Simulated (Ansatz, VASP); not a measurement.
Two plane-wave programs on Hf

```
Hf
1.0
    -1.82875    1.82875    1.82875
     1.82875   -1.82875    1.82875
     1.82875    1.82875   -1.82875
Hf
1
Direct
  0.00000 0.00000 0.00000
```

Alike in both runs: task single point; functional HSE06; k mesh 6 × 6 × 6; occupations fermi-dirac, width 0.05 eV; no spin polarisation.

```csv
,VASP,Ansatz
version,VASP 6.6.1,Ansatz 0.2.0
potentials or method,"VASP PAW PBE potentials, release 64 (Hf_pv)",Ansatz PAW
plane-wave cutoff (eV),520,420
valence electrons in the cell,10,26
```

```csv
,VASP,Ansatz,Ansatz less VASP
gap on the k mesh at the Fermi level (eV),none,none,-
pressure (GPa),-7.7,-6.0,+1.64
```

A gap of «none» marks a metal or a gap that the smearing closes. VASP's potentials hold 10 valence electrons a cell and Ansatz's 26, so a difference there can come from the potentials and not from the codes.

The k mesh is coarse, so the values compare programs but aren't converged. Neither program's run includes spin-orbit coupling.
